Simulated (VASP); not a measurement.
A run of VASP 6.6.1:

Contents of INCAR:

```
SYSTEM = Ta
ALGO = Normal ; EDIFF = 1E-6
ENCUT = 500 ; GGA = PE
GGA_COMPAT = .False. ; ISIF = 2
ISMEAR = -1 ; LASPH = .True.
LCHARG = .False. ; LREAL = .False.
LWAVE = .False. ; NBANDS = 12
NELM = 120 ; PREC = Accurate
SIGMA = 0.08
```

The input KPOINTS:

```
k-points
0
Gamma
  14 14 14
  0 0 0
```

POSCAR

```
Ta
1.0
    2.5049623144      0.0000000000      0.0000000000
    0.0000000000      2.5049623144      0.0000000000
    0.0000000000      0.0000000000      2.5049623144
Ta
1
Direct
    0.0000000000      0.0000000000      0.0000000000
```

Potentials or basis: VASP PAW PBE potentials, release 64 (Ta_pv).

The run is started by

```sh
$ cat potpaw_PBE.64/Ta_pv/POTCAR > POTCAR
$ mpirun -np 1 vasp_std > vasp.out
```

Hardware: 1 thread of Intel(R) Xeon(R) 6975P-C (Granite Rapids), with other jobs on the host.

Problem. Estimate the wall time of this run.

Solution. It took 5.1 s on 1 thread of Intel(R) Xeon(R) 6975P-C (Granite Rapids), with other jobs on the host, peak memory 0.13 GiB. Counts: scf iterations 11, k points 120.
